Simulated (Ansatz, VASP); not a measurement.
One calculation of SnO, two programs

```
CELL_PARAMETERS angstrom
4.20641 0.00000 0.00000
-2.10321 3.64286 0.00000
0.00000 0.00000 5.28710
ATOMIC_POSITIONS crystal
Sn 0.33333 0.66667 0.25000
Sn 0.66667 0.33333 0.75000
O 0.66667 0.33333 0.25000
O 0.33333 0.66667 0.75000
```

Alike in both runs: task single point; functional r2SCAN; k mesh 6 × 6 × 4; no spin polarisation.

|  | VASP | Ansatz |
| --- | --- | --- |
| version | VASP 6.6.1 | Ansatz 0.2.0 |
| potentials or method | VASP PAW PBE potentials, release 64 (Sn_d, O) | plane waves, PAW |
| plane-wave cutoff (eV) | 520 | 500 |
| occupations | gaussian, width 0.01 eV | fixed |
| valence electrons in the cell | 40 | 40 |

Ansatz gave:

- gap on the k mesh at the Fermi level (eV): 0.70
- pressure (GPa): -4.2
- traceless stress, the component that is largest in VASP (GPa): 0.27

Question: What did VASP give for the same quantities?

Answer: gap on the k mesh at the Fermi level (eV): 0.70; pressure (GPa): -4.0; traceless stress, the component that is largest in VASP (GPa): 0.16.

VASP's potentials were made for PBE, not for r2SCAN.
